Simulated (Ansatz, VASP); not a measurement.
# Two plane-wave programs on CdS

File INCAR:

```
PREC = Accurate
ENCUT = 600
EDIFF = 1E-6
ISMEAR = 0
SIGMA = 0.02
LREAL = False
LASPH = True
NELM = 60
ALGO = Normal
ISIF = 3
LWAVE = False
LCHARG = False
GGA = PS
IBRION = 2
NSW = 100
EDIFFG = -0.002
```

The input KPOINTS:

```
regular mesh
0
Gamma
  9 9 4
```

Contents of POSCAR:

```
CdS
1.0
    4.1688381000      0.0000000000      0.0000000000
   -2.0844190500      3.6103197000      0.0000000000
    0.0000000000      0.0000000000      6.7796174100
Cd S
2 2
Direct
    0.6666666700      0.3333333300      0.5002243700
    0.3333333300      0.6666666700      0.0002243700
    0.6666666700      0.3333333300      0.8767756300
    0.3333333300      0.6666666700      0.3767756300
```

Input for Ansatz:

```yaml
crystal:
  lattice:
    - [4.1688381, 0.0, 0.0]
    - [-2.08441905, 3.6103197, 0.0]
    - [0.0, 0.0, 6.77961741]
  atoms:
    - { symbol: Cd, position: [0.66666667, 0.33333333, 0.50022437] }
    - { symbol: Cd, position: [0.33333333, 0.66666667, 0.00022437] }
    - { symbol: S, position: [0.66666667, 0.33333333, 0.87677563] }
    - { symbol: S, position: [0.33333333, 0.66666667, 0.37677563] }
basis:
  ecutwfc: 420
kpoints:
  mp_grid: { grid: [9, 9, 4] }
hamiltonian:
  xc: pbesol
  pseudopotentials: { kind: paw, azcp: { folder: soft_1 } }
scf:
  occupations: { method: gaussian, width: 0.02 }
output:
  forces: true
  stress: true
  eigenvalues: true
relax:
  adjacent_minimum: "off"
  f_tol: 0.002
  max_steps: 80
  cell: { stress_tol: 0.02 }
```

Alike in both runs: task relaxation of cell and atoms; functional PBEsol; k mesh 9 × 9 × 4; occupations gaussian, width 0.02 eV; no spin polarisation.

|  | VASP | Ansatz |
| --- | --- | --- |
| version | VASP 6.6.1 | Ansatz 0.2.0 |
| potentials or method | VASP PAW PBE potentials, release 64 (Cd, S), cutoff 600 eV | scalar-relativistic, plane waves, PAW |
| valence electrons in the cell | 36 | 52 |

|  | VASP | Ansatz | Ansatz less VASP |
| --- | --- | --- | --- |
| gap on the k mesh at the Fermi level, each at its own relaxed structure (eV) | 1.08 | 1.09 | +0.006 |
| relaxed volume (Å³/atom) | 24.84 | 24.71 | -0.129 |
| relaxed cell length with the largest relative difference (Å) | 6.722 | 6.710 | -0.0127 |

VASP's potentials were made for PBE, not for PBEsol, and Ansatz warns of the same on its side. VASP's potentials hold 36 valence electrons a cell and Ansatz's 52, so a difference there can come from the potentials and not from the codes.
